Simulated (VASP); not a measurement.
Here is a VASP 6.6.1 calculation.

The input INCAR:

```
PREC     = Accurate       # precision mode
ENCUT    = 600            # plane-wave cutoff, eV
EDIFF    = 1E-6           # SCF threshold, eV
ISMEAR   = 0              # smearing method
SIGMA    = 0.1            # smearing width, eV
LREAL    = False          # projectors in reciprocal space
LASPH    = True           # aspherical terms in the spheres
NELM     = 80             # most SCF steps
ALGO     = Fast           # electronic algorithm
ISIF     = 3              # what is computed and relaxed
LWAVE    = False          # write WAVECAR
LCHARG   = False          # write CHGCAR
GGA      = PE             # functional
IBRION   = 2              # ionic algorithm
NSW      = 100            # ionic steps
EDIFFG   = -0.01          # ionic threshold
```

KPOINTS

```
Automatic mesh
0
Gamma
  8 8 8
```

Contents of POSCAR:

```
Na2Sc
1.0
    0.0000000000      4.4258278145      4.4258278145
    4.4258278145      0.0000000000      4.4258278145
    4.4258278145      4.4258278145      0.0000000000
Na Sc
4 2
Direct
    0.1250000000      0.1250000000      0.1250000000
    0.6250000000      0.1250000000      0.1250000000
    0.1250000000      0.1250000000      0.6250000000
    0.1250000000      0.6250000000      0.1250000000
    0.5000000000      0.5000000000      0.5000000000
    0.7500000000      0.7500000000      0.7500000000
```

Potentials or basis: VASP PAW PBE potentials, release 64 (Na_pv, Sc_sv).

Run with:

```bash
$ cat potpaw_PBE.64/Na_pv/POTCAR potpaw_PBE.64/Sc_sv/POTCAR > POTCAR
$ mpirun -np 1 vasp_std > vasp.out
```

**Question.** Predict the band gap on the k mesh.

**Answer.** Zero (bands 25 and 26 overlap by 0.51 eV).

**Question.** Estimate the relaxed volume.

**Answer.** 29.10 Å³/atom.

Final structure:
```cif
data_structure
_symmetry_space_group_name_H-M 'P 1'
_symmetry_Int_Tables_number 1
_cell_length_a 6.2738
_cell_length_b 6.2738
_cell_length_c 6.2738
_cell_angle_alpha 60.000
_cell_angle_beta 60.000
_cell_angle_gamma 60.000
_cell_volume 174.61
loop_
_atom_site_label
_atom_site_type_symbol
_atom_site_fract_x
_atom_site_fract_y
_atom_site_fract_z
_atom_site_occupancy
Na1 Na 0.12500 0.12500 0.12500 1
Na2 Na 0.62500 0.12500 0.12500 1
Na3 Na 0.12500 0.12500 0.62500 1
Na4 Na 0.12500 0.62500 0.12500 1
Sc1 Sc 0.50000 0.50000 0.50000 1
Sc2 Sc 0.75000 0.75000 0.75000 1
```
